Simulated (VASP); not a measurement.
A run of VASP 6.6.1 is set up as follows.

INCAR

```
PREC     = Accurate       # precision mode
ENCUT    = 500            # plane-wave cutoff, eV
EDIFF    = 1E-6           # SCF threshold, eV
ISMEAR   = 0              # smearing method
SIGMA    = 0.03           # smearing width, eV
LREAL    = F              # projectors in reciprocal space
LASPH    = T              # aspherical terms in the spheres
NELM     = 120            # most SCF steps
ALGO     = Normal         # electronic algorithm
ISIF     = 2              # what is computed and relaxed
LWAVE    = F              # write WAVECAR
LCHARG   = F              # write CHGCAR
GGA      = PE             # functional
IVDW     = 12             # dispersion correction
NBANDS   = 20             # bands
GGA_COMPAT= F
```

KPOINTS

```
regular mesh
0
Gamma
  12 12 6
```

Contents of POSCAR:

```
SnSe2
1.0
    3.6950551223      0.0000000000      0.0000000000
   -1.8475275612      3.2000116043      0.0000000000
    0.0000000000      0.0000000000      6.1445071629
Sn Se
1 2
Direct
    0.0000000000      0.0000000000      0.0000000000
    0.3333333333      0.6666666667      0.2651331237
    0.6666666667      0.3333333333      0.7348668763
```

Potentials or basis: VASP PAW PBE potentials, release 64 (Sn_d, Se).

Run with:

```sh
$ cat potpaw_PBE.64/Sn_d/POTCAR potpaw_PBE.64/Se/POTCAR > POTCAR
$ mpirun -np 1 vasp_std > vasp.out
```

Task: Predict the largest force.

Result: 0.120 eV/Å.

Task: What does it give for the pressure?

Result: 4.2 GPa.

Forces on the atoms (eV/Å):
```
Sn   0.000  0.000  0.000
Se   0.000  0.000  0.120
Se   0.000  0.000 -0.120
```

Caveat: the cell stands under pressure.
